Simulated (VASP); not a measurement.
**Pb: single point with PBEsol**

Crystal: Pb.

```
Pb
1.0
     3.45568    0.00000    0.00000
    -1.72784    2.99271    0.00000
     0.00000    0.00000    5.78273
Pb
2
Direct
  0.33333 0.66667 0.25000
  0.66667 0.33333 0.75000
```

This isn't the form of Pb at room conditions, which is fcc.

- Program: VASP 6.6.1
- Task: single point
- Functional: PBEsol
- Potentials or basis: VASP PAW PBE potentials, release 64 (Pb_d)
- Cutoff: 520 eV
- k mesh: 12 × 12 × 8
- Occupations: gaussian, width 0.1 eV
- Spin: no spin polarisation
- Dipole correction: no
- Further INCAR settings: ALGO = Fast; EDIFF = 1e-07; NBANDS = 21

The pressure is -0.1 GPa and the band gap on the k mesh is zero (bands 14 and 15 overlap by 8.04 eV).

Levels at points of the mesh, in eV from the Fermi level:
```csv
k point,band 10,band 11,band 12,band 13,band 14,band 15,band 16,band 17,band 18,band 19
"(0.00, 0.00, 0.00)",-16.68,-11.81,-8.31,-4.29,5.97,5.97,7.23,7.70,7.70,9.17
"(0.50, 0.00, 0.00)",-16.63,-8.21,-7.05,-3.01,-1.65,-0.46,1.76,2.30,5.69,6.42
"(0.00, 0.00, 0.50)",-16.74,-10.64,-10.64,0.53,0.53,6.79,6.79,6.79,6.79,9.52
"(0.50, 0.00, 0.50)",-16.64,-7.45,-7.45,-3.71,-3.71,3.46,3.46,3.62,3.62,6.96
```

Run time: 110 s on 1 thread of Intel(R) Xeon(R) Platinum 8488C (Sapphire Rapids), on a shared host, peak memory 0.24 GiB.

Caveat: the PAW data sets were made with another functional, which shifts forces and pressure a little; spin-orbit coupling is left out, which moves the levels of the heavy elements.
